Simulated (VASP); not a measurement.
A run of VASP 6.6.1 is set up as follows.

Contents of INCAR:

```
SYSTEM = CO
  PREC = Accurate
  ENCUT = 600
  EDIFF = 1E-6
  ISMEAR = 0
  SIGMA = 0.02
  LREAL = .FALSE.
  LASPH = .TRUE.
  NELM = 120
  ALGO = Normal
  ISIF = 2
  LWAVE = .FALSE.
  LCHARG = .FALSE.
  GGA = PE
  NBANDS = 18
  GGA_COMPAT = .FALSE.
```

Contents of KPOINTS:

```
regular mesh
0
G
  6 6 4
  0 0 0
```

Contents of POSCAR:

```
CO
1.0
    4.4690997600      0.0000000000      0.0000000000
   -2.2345498800      3.8703539242      0.0000000000
    0.0000000000      0.0000000000      7.7641299121
C O
2 2
Direct
    0.3333333333      0.6666666667      0.1179608376
    0.6666666667      0.3333333333      0.6179608376
    0.3333333333      0.6666666667      0.2641391624
    0.6666666667      0.3333333333      0.7641391624
```

Potentials or basis: VASP PAW PBE potentials, release 64 (C, O).

The run is started by

```sh
$ cat potpaw_PBE.64/C/POTCAR potpaw_PBE.64/O/POTCAR > POTCAR
$ mpirun -np 1 vasp_std > vasp.out
```

(1) Predict the largest force.

(2) What does it give for the pressure?

(3) Predict the band gap on the k mesh.

## Answers

(1) 0.917 eV/Å.

(2) 0.7 GPa.

(3) 6.33 eV (least direct gap 6.35 eV).

Caveat: this functional lacks dispersion, which holds the molecules together, so the pressure and a relaxed volume are unreliable.
